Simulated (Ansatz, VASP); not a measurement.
One calculation of Ti, two programs

```
Ti
1.0
     2.95000    0.00000    0.00000
    -1.47500    2.55477    0.00000
     0.00000    0.00000    4.68000
Ti
2
Direct
  0.66667 0.33333 0.75000
  0.33333 0.66667 0.25000
```

Alike in both runs: task single point; functional PBE; k mesh 10 × 10 × 6; occupations gaussian, width 0.026 eV; no spin polarisation.

```csv
,VASP,Ansatz
version,VASP 6.6.1,Ansatz 0.2.0
potentials or method,"VASP PAW PBE potentials, release 64 (Ti_sv)",Ansatz PAW
plane-wave cutoff (eV),520,420
valence electrons in the cell,24,24
```

|  | VASP | Ansatz | Ansatz less VASP |
| --- | --- | --- | --- |
| gap on the k mesh at the Fermi level (eV) | none | none | - |
| pressure (GPa) | -1.7 | -1.4 | +0.23 |
| traceless stress, the component that is largest in VASP (GPa) | -0.17 | -0.16 | +0.011 |

A gap of «none» marks a metal or a gap that the smearing closes.
